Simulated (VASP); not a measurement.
# Ta (Im-3m) in VASP: notebook, part 2 of 3

VASP 6.6.1. The steps go on from the part before.

## (3) Single point, PBE

File INCAR:

```
ALGO     = Normal         # electronic algorithm
EDIFF    = 1E-6           # SCF threshold, eV
ENCUT    = 520            # plane-wave cutoff, eV
GGA      = PE             # functional
ISIF     = 2              # what is computed and relaxed
ISMEAR   = -1             # smearing method
LASPH    = T              # aspherical terms in the spheres
LCHARG   = F              # write CHGCAR
LREAL    = F              # projectors in reciprocal space
LWAVE    = F              # write WAVECAR
NBANDS   = 12             # bands
NELM     = 100            # most SCF steps
PREC     = Accurate       # precision mode
SIGMA    = 0.08           # smearing width, eV
```

File KPOINTS:

```
k-points
0
Gamma
  17 17 17
```

File POSCAR:

```
Ta
1.0
   -1.5553491861      1.5553491861      1.5553491861
    1.5553491861     -1.5553491861      1.5553491861
    1.5553491861      1.5553491861     -1.5553491861
Ta
1
Direct
    0.0000000000      0.0000000000      0.0000000000
```

Potentials or basis: VASP PAW PBE potentials, release 64 (Ta_pv).

Run with:

```bash
> cat potpaw_PBE.64/Ta_pv/POTCAR > POTCAR
> mpirun -np 1 vasp_std > vasp.out
```

OUTCAR:

```text
EDIFF = 1E-6
   ENCUT = 520
   GGA = PE
   ISIF = 2
   ISMEAR = -1
   LASPH = T
   LREAL = F
   NELM = 100
   PREC = Accurate

 ion  position               nearest neighbor table
   1  0.000  0.000  0.000-

  LATTYP: Found a body centered cubic cell.
 ALAT       =     3.1106983722

  Lattice vectors:

 A1 = (  -1.5553491861,   1.5553491861,   1.5553491861)
 A2 = (   1.5553491861,  -1.5553491861,   1.5553491861)
 A3 = (   1.5553491861,   1.5553491861,  -1.5553491861)

Analysis of symmetry for initial positions (statically):
=====================================================================
 Subroutine PRICEL returns:
 Original cell was already a primitive cell.

 Routine SETGRP: Setting up the symmetry group for a
 body centered cubic supercell.

 Subroutine GETGRP returns: Found 48 space group operations
[... 9 lines left out ...]

 Routine SETGRP: Setting up the symmetry group for a
 body centered cubic supercell.

 Subroutine GETGRP returns: Found 48 space group operations
[... 11 lines left out ...]
                                     Primitive cell

  volume of cell :      15.0502

  direct lattice vectors                    reciprocal lattice vectors
    -1.555349186  1.555349186  1.555349186     0.000000000  0.321471220  0.321471220
     1.555349186 -1.555349186  1.555349186     0.321471220  0.000000000  0.321471220
     1.555349186  1.555349186 -1.555349186     0.321471220  0.321471220  0.000000000

  length of vectors
     2.693943814  2.693943814  2.693943814     0.454628959  0.454628959  0.454628959

  position of ions in fractional coordinates (direct lattice)
     0.000000000  0.000000000  0.000000000

  ion indices of the primitive-cell ions
   primitive index   ion index
                 1           1

----------------------------------------------------------------------------------------

 KPOINTS: k-points

Automatic generation of k-mesh.
 Grid dimensions read from file:
 generate k-points for:   17   17   17
[... 82 lines left out ...]
   IMIX   =      4    mixing-type and parameters
     AMIX     =   0.40;   BMIX     =  1.00
     AMIX_MAG =   1.60;   BMIX_MAG =  1.00
  volume/ion in A,a.u.               =      15.05       101.56
  Fermi-wavevector in a.u.,A,eV,Ry     =   1.474657  2.786699 29.587429  2.174615
  Thomas-Fermi vector in A             =   2.589402
   LORBIT       =      0    0 simple, 1 ext, 2 COOP (PROOUT), +10 PAW based schemes
   GGA     = PE    functional components
   LHFCALC =     F    Hartree Fock is set to
   AEXX    =    0.0000 exact exchange contribution
   IVDW    =     0    specifies the selected vdW correction
   LEPSILON=     F    determine dielectric tensor
   LRPA    =     F    only Hartree local field effects (RPA)
 non-spin polarized calculation
  energy-cutoff  :      520.00
  volume of cell :       15.05
 maximum number of plane-waves:       420
   NGX =  9   NGY =  9   NGZ =  9

 number of electron      11.0000003 magnetization

 Free energy of the ion-electron system (eV)
  ---------------------------------------------------
  ext. energy  EPLUGINS =         0.00000000
  ---------------------------------------------------
  free energy    TOTEN  =       -11.34292448 eV

  energy without entropy =      -11.31718309  energy(sigma->0) =      -11.33005379

 E-fermi :   7.0394     XC(G=0): -13.5654

 val. band max:        7.0328682867   @ k =   0.2941   0.0588   0.0000
 cond. band min:       7.0424044835   @ k =  -0.3529   0.4706   0.1765
 fundamental gap:      0.0095361968
 Fermi energy:         7.0394322276

 k-point     1 :       0.0000    0.0000    0.0000
  band No.  band energies     occupation
      1     -25.2939      2.00000
      2     -25.2939      2.00000
      3     -25.2939      2.00000
      4      -1.5102      2.00000
      5       7.7322      0.00035
      6       7.7322      0.00035
      7       7.7322      0.00035
      8      11.6793      0.00000
      9      11.6793      0.00000
     10      22.3436      0.00000
     11      22.9123      0.00000
     12      22.9123      0.00000
[... 331 lines left out ...]
 k-point    24 :       0.1765    0.1765    0.0000
  band No.  band energies     occupation
      1     -26.6480      2.00000
      2     -25.7414      2.00000
      3     -25.4371      2.00000
      4       2.2506      2.00000
      5       5.7828      2.00000
      6       6.1935      1.99995
      7      10.4830      0.00000
      8      12.6988      0.00000
      9      12.9555      0.00000
     10      22.3348      0.00000
     11      23.7307      0.00000
     12      25.8241      0.00000

 [... further k-points ...]
[... 5 lines left out ...]
  --------------------------------------------------------------------------------------
  -------------------------------------------------------------------------------------
  Total        5.1934852      5.1934852      5.1934852      0.0000000      0.0000000     -0.0000000
  in kB      552.8734920    552.8734920    552.8734920      0.0000000      0.0000000     -0.0000000
  external PRESSURE =     552.8734920 kB  Pullay stress =       0.0000000 kB

 VOLUME and BASIS-vectors are now :
 -----------------------------------------------------------------------------
  energy-cutoff  :      520.00
  volume of cell :       15.05
      direct lattice vectors                 reciprocal lattice vectors
    -1.555349186  1.555349186  1.555349186     0.000000000  0.321471220  0.321471220
     1.555349186 -1.555349186  1.555349186     0.321471220  0.000000000  0.321471220
     1.555349186  1.555349186 -1.555349186     0.321471220  0.321471220  0.000000000

 POSITION                                       TOTAL-FORCE (eV/Angst)
 -----------------------------------------------------------------------------------
      0.00000      0.00000      0.00000         0.000000      0.000000     -0.000000
 -----------------------------------------------------------------------------------
    total drift:                                0.000000     -0.000000      0.000000

  FREE ENERGIE OF THE ION-ELECTRON SYSTEM (eV)
  ---------------------------------------------------
  free  energy   TOTEN  =       -11.3429244824 eV

  energy  without entropy=      -11.3171830935  energy(sigma->0) =      -11.33005379
```

OSZICAR:

```text
N       E                     dE             d eps       ncg     rms          rms(c)
DAV:   1     0.627708616703E+02    0.62771E+02   -0.61030E+03  3984   0.909E+02
DAV:   2    -0.106955865802E+02   -0.73466E+02   -0.71339E+02  4448   0.252E+02
DAV:   3    -0.116936620873E+02   -0.99808E+00   -0.99104E+00  4648   0.275E+01
DAV:   4    -0.116956538746E+02   -0.19918E-02   -0.19917E-02  4364   0.138E+00
DAV:   5    -0.116956586860E+02   -0.48114E-05   -0.48112E-05  4520   0.632E-02    0.186E+01
DAV:   6    -0.114367443104E+02    0.25891E+00   -0.17978E-01  4532   0.470E+00    0.982E+00
DAV:   7    -0.113441793689E+02    0.92565E-01   -0.18258E-01  4516   0.457E+00    0.459E-01
DAV:   8    -0.113429461030E+02    0.12333E-02   -0.39098E-03  4156   0.685E-01    0.963E-02
DAV:   9    -0.113429293787E+02    0.16724E-04   -0.61370E-05  4580   0.915E-02    0.280E-02
DAV:  10    -0.113429246556E+02    0.47231E-05   -0.24281E-06  4200   0.185E-02    0.384E-03
DAV:  11    -0.113429244824E+02    0.17319E-06   -0.45889E-08  2156   0.242E-03
   1 F= -.11342924E+02 E0= -.11330054E+02  d E =-.257414E-01
```

Run time: 13 s. Hardware: 1 thread of Intel Xeon Platinum 8375C at 2.90GHz (Ice Lake), shared host; peak memory 0.15 GiB.

Results:

| Item | Value |
| --- | --- |
| Free energy | -11.3429 eV |
| Pressure | 55.3 GPa |

Levels at points of the mesh, in eV from the Fermi level:
```csv
k point,band 1,band 2,band 3,band 4,band 5,band 6,band 7,band 8,band 9,band 10
"(0.00, 0.00, 0.00)",-32.33,-32.33,-32.33,-8.55,0.69,0.69,0.69,4.64,4.64,15.30
```

Caveat: spin-orbit coupling is left out, which moves the levels of the heavy elements.

## (4) Relaxation of cell and atoms, PBE, target pressure 54 GPa, at which the enthalpy is minimised

File INCAR:

```
PREC = Accurate ; ENCUT = 600
EDIFF = 1E-6 ; ISMEAR = -1
SIGMA = 0.08 ; LREAL = F
LASPH = T ; NELM = 80
ALGO = Normal ; ISIF = 3
LWAVE = F ; LCHARG = F
GGA = PE ; IBRION = 2
NSW = 32 ; EDIFFG = -0.005
PSTRESS = 540.0
```

File KPOINTS:

```
regular mesh
0
Gamma
  17 17 17
```

File POSCAR:

```
Ta
1.0
   -1.5562860692      1.5562860692      1.5562860692
    1.5562860692     -1.5562860692      1.5562860692
    1.5562860692      1.5562860692     -1.5562860692
Ta
1
Direct
    0.0000000000      0.0000000000      0.0000000000
```

Run with:

```bash
> cat potpaw_PBE.64/Ta_pv/POTCAR > POTCAR
> mpirun -np 1 vasp_std > vasp.out
```

It took 23 s on 1 thread of Intel Xeon Platinum 8375C at 2.90GHz (Ice Lake), shared host; peak memory 0.16 GiB.

It converged, with:

```
Free energy                                            : -11.3615 eV
Relaxed volume                                         : 15.10 Å³/atom
Relaxed cell                                           : a = 2.697 Å, b = 2.697 Å, c = 2.697 Å, α = 109.47°, β = 109.47°, γ = 109.47°
Space group after relaxing (to 0.05 Å)                 : Im-3m (No. 229)
Energy change on relaxing (the enthalpy is what falls) : -8.7 meV/atom
Ionic steps                                            : 3
Pressure after relaxing                                : 54.0 GPa
```

Step by step:
| step | energy change (eV) | largest force (eV/Å) | pressure (GPa) | volume (Å³) |
| --- | --- | --- | --- | --- |
| 1 | 0.0000 | 0.0000 | 54.65 | 15.08 |
| 2 | -0.0440 | 0.0000 | 51.39 | 15.21 |
| 3 | -0.0087 | 0.0000 | 54.01 | 15.10 |

Final structure:
```cif
data_structure
_symmetry_space_group_name_H-M 'P 1'
_symmetry_Int_Tables_number 1
_cell_length_a 2.6971
_cell_length_b 2.6971
_cell_length_c 2.6971
_cell_angle_alpha 109.471
_cell_angle_beta 109.471
_cell_angle_gamma 109.471
_cell_volume 15.10
loop_
_atom_site_label
_atom_site_type_symbol
_atom_site_fract_x
_atom_site_fract_y
_atom_site_fract_z
_atom_site_occupancy
Ta1 Ta 0.00000 0.00000 0.00000 1
```

Levels at points of the mesh, in eV from the Fermi level:
| k point | band 2 | band 3 | band 4 | band 5 | band 6 | band 7 | band 8 | band 9 |
| --- | --- | --- | --- | --- | --- | --- | --- | --- |
| (0.00, 0.00, 0.00) | -32.35 | -32.35 | -8.54 | 0.70 | 0.70 | 0.70 | 4.63 | 4.63 |

Caveat: the cell is relaxed towards a set pressure, so the enthalpy falls and the energy may rise; spin-orbit coupling is left out, which moves the levels of the heavy elements.

(Part 2 of 3 ends here.)
